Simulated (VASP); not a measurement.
# In (P6_3/mmc) in VASP: a series of runs, part 2 of 2

VASP 6.6.1. Earlier steps stand in the parts before.

### Step 4. Single point, LDA, non-collinear spin, zero start, spin-orbit coupling

The input, INCAR:

```
  PREC = Accurate
  ENCUT = 520
  EDIFF = 1E-7
  ISMEAR = -1
  SIGMA = 0.05
  LREAL = F
  LASPH = T
  NELM = 150
  ALGO = Normal
  ISIF = 2
  LWAVE = F
  LCHARG = F
  MAGMOM = 0 0 0 0 0 0
  LORBIT = 11
  LSORBIT = T
  GGA_COMPAT = F
  LORBMOM = T
  GGA = CA
  NBANDS = 38
```

The input, KPOINTS:

```
Automatic mesh
0
Gamma
  7 7 4
```

The input, POSCAR:

```
In
1.0
    3.3354847820      0.0000000000      0.0000000000
   -1.6677423910      2.8886145552      0.0000000000
    0.0000000000      0.0000000000      5.5091429200
In
2
Direct
    0.6666666667      0.3333333333      0.7500000000
    0.3333333333      0.6666666667      0.2500000000
```

Potentials or basis: VASP PAW LDA potentials, release 64 (In_d).

On the command line:

```sh
> cat potpaw_LDA.64/In_d/POTCAR > POTCAR
> mpirun -np 1 vasp_ncl > vasp.out
```

OUTCAR:

```text
PREC = Accurate
   ENCUT = 520
   EDIFF = 1E-7
   ISMEAR = -1
   LREAL = F
   LASPH = T
   NELM = 150
   ISIF = 2
   LORBIT = 11
   LSORBIT = T
   GGA = CA

 ion  position               nearest neighbor table
   1  0.667  0.333  0.750-   2 3.36   2 3.36   2 3.36   2 3.36   2 3.36   2 3.36
   2  0.333  0.667  0.250-   1 3.36   1 3.36   1 3.36   1 3.36   1 3.36   1 3.36

  LATTYP: Found a hexagonal cell.
 ALAT       =     3.3354847820
 C/A-ratio  =     1.6516768266

  Lattice vectors:

 A1 = (   3.3354847820,   0.0000000000,   0.0000000000)
 A2 = (  -1.6677423910,   2.8886145552,   0.0000000000)
 A3 = (   0.0000000000,   0.0000000000,   5.5091429200)

Analysis of symmetry for initial positions (statically):
=====================================================================
 Subroutine PRICEL returns:
 Original cell was already a primitive cell.

 Routine SETGRP: Setting up the symmetry group for a
 hexagonal supercell.

 Subroutine GETGRP returns: Found 24 space group operations
 (whereof 12 operations were pure point group operations)
 out of a pool of 24 trial point group operations.

The static configuration has the point symmetry D_3d.
 The point group associated with its full space group is D_6h.

Analysis of symmetry for dynamics (positions and initial velocities):
=====================================================================
 Subroutine PRICEL returns:
 Original cell was already a primitive cell.

 Routine SETGRP: Setting up the symmetry group for a
 hexagonal supercell.

 Subroutine GETGRP returns: Found 24 space group operations
 (whereof 12 operations were pure point group operations)
 out of a pool of 24 trial point group operations.

The dynamic configuration has the point symmetry D_3d.
 The point group associated with its full space group is D_6h.

Analysis of structural, dynamic, and magnetic symmetry:
=====================================================================
[... 1195 lines left out ...]
 orbital moment (y)

 # of ion     p       d       tot
 ----------------------------------------
  1         0.000  -0.000   0.000
  2         0.000  -0.000   0.000
 ----------------------------------------
            0.000  -0.000   0.000

 orbital moment (z)

 # of ion     p       d       tot
 ----------------------------------------
  1         0.000   0.000   0.000
  2         0.000   0.000   0.000
 ----------------------------------------
            0.000   0.000   0.000

 Spin-Orbit-Coupling matrix elements

 Ion:    1  E_soc:     -0.0712942
 l=   1
     0.0000000    -0.0051812    -0.0055737
    -0.0051812     0.0000000    -0.0051812
    -0.0055737    -0.0051812     0.0000000
 l=   2
     0.0000000    -0.0013140     0.0000000    -0.0013140    -0.0052331
    -0.0013140     0.0000000    -0.0039507    -0.0013205    -0.0013140
     0.0000000    -0.0039507     0.0000000    -0.0039507     0.0000000
    -0.0013140    -0.0013205    -0.0039507     0.0000000    -0.0013140
    -0.0052331    -0.0013140     0.0000000    -0.0013140     0.0000000
 l=   3
     0.0000000     0.0000000     0.0000000     0.0000000     0.0000000     0.0000000     0.0000000
     0.0000000     0.0000000     0.0000000     0.0000000     0.0000000     0.0000000     0.0000000
     0.0000000     0.0000000     0.0000000     0.0000000     0.0000000     0.0000000     0.0000000
     0.0000000     0.0000000     0.0000000     0.0000000     0.0000000     0.0000000     0.0000000
     0.0000000     0.0000000     0.0000000     0.0000000     0.0000000     0.0000000     0.0000000
     0.0000000     0.0000000     0.0000000     0.0000000     0.0000000     0.0000000     0.0000000
     0.0000000     0.0000000     0.0000000     0.0000000     0.0000000     0.0000000     0.0000000

 Ion:    2  E_soc:     -0.0712942
 l=   1
     0.0000000    -0.0051812    -0.0055737
    -0.0051812     0.0000000    -0.0051812
    -0.0055737    -0.0051812     0.0000000
 l=   2
     0.0000000    -0.0013140     0.0000000    -0.0013140    -0.0052331
    -0.0013140     0.0000000    -0.0039507    -0.0013205    -0.0013140
     0.0000000    -0.0039507     0.0000000    -0.0039507     0.0000000
    -0.0013140    -0.0013205    -0.0039507     0.0000000    -0.0013140
    -0.0052331    -0.0013140     0.0000000    -0.0013140     0.0000000
 l=   3
     0.0000000     0.0000000     0.0000000     0.0000000     0.0000000     0.0000000     0.0000000
     0.0000000     0.0000000     0.0000000     0.0000000     0.0000000     0.0000000     0.0000000
     0.0000000     0.0000000     0.0000000     0.0000000     0.0000000     0.0000000     0.0000000
     0.0000000     0.0000000     0.0000000     0.0000000     0.0000000     0.0000000     0.0000000
     0.0000000     0.0000000     0.0000000     0.0000000     0.0000000     0.0000000     0.0000000
     0.0000000     0.0000000     0.0000000     0.0000000     0.0000000     0.0000000     0.0000000
     0.0000000     0.0000000     0.0000000     0.0000000     0.0000000     0.0000000     0.0000000

 total charge

# of ion       s       p       d       tot
------------------------------------------
    1        1.016   0.487   9.846  11.348
    2        1.016   0.487   9.846  11.348
--------------------------------------------------
tot          2.031   0.973  19.692  22.697

 magnetization (x)

# of ion       s       p       d       tot
------------------------------------------
    1        0.000  -0.000   0.000  -0.000
    2        0.000   0.000   0.000   0.000
--------------------------------------------------
tot          0.000  -0.000   0.000  -0.000

 magnetization (y)

# of ion       s       p       d       tot
------------------------------------------
    1        0.000  -0.000   0.000  -0.000
    2        0.000  -0.000   0.000  -0.000
--------------------------------------------------
tot          0.000  -0.000   0.000  -0.000

 magnetization (z)

# of ion       s       p       d       tot
------------------------------------------
    1        0.000   0.000   0.000   0.000
    2        0.000   0.000   0.000   0.000
--------------------------------------------------
tot          0.000   0.000   0.000   0.000
```

Wall time 1.9 min (1 thread of AMD EPYC 7R43 (Zen 3), shared host); peak memory 0.24 GiB.

What came out:

```
Free energy                                           : -6.4455 eV
Pressure                                              : -3.3 GPa
Net moment                                            : 0.00 μB per cell
Valence electrons inside the program's atomic spheres : In 11.35
```

Stress tensor (GPa, compression positive):
```
-3.00  0.00  0.00
 0.00 -3.00  0.00
 0.00  0.00 -3.87
```

Moments on the atoms (μB; x, y, z):
```
In  0.00 0.00 0.00
In  0.00 0.00 0.00
```

Caveat: the cell stands under tension.

### Step 5. Overview

```csv
task,level,potentials or basis,spin,cell,k mesh,cutoff (eV),gap on the mesh (eV),pressure (GPa),relaxed volume (Å³/atom)
relaxation of cell and atoms,PBEsol+D3(BJ),"VASP PAW PBE potentials, release 64 (In_d)",off,relaxed,9 × 9 × 5,600,none,0.0,24.30
relaxation of cell and atoms,LDA,"VASP PAW LDA potentials, release 64 (In_d)",off,relaxed,9 × 9 × 5,600,none,0.1,24.67
single point,LDA,"VASP PAW LDA potentials, release 64 (In_d)","non-collinear, zero start, SOC",as given,7 × 7 × 4,520,-,-3.3,-
```

Alike in all rows: smearing fermi-dirac 0.05 eV.

Caveats: spin-orbit coupling is left out, which moves the levels of the heavy elements (at least some runs); the PAW data sets were made with another functional, which shifts forces and pressure a little (at least some runs); the cell stands under tension (at least some runs).

Total energies depend on the potentials used, so only differences within one code and one set of settings carry meaning.
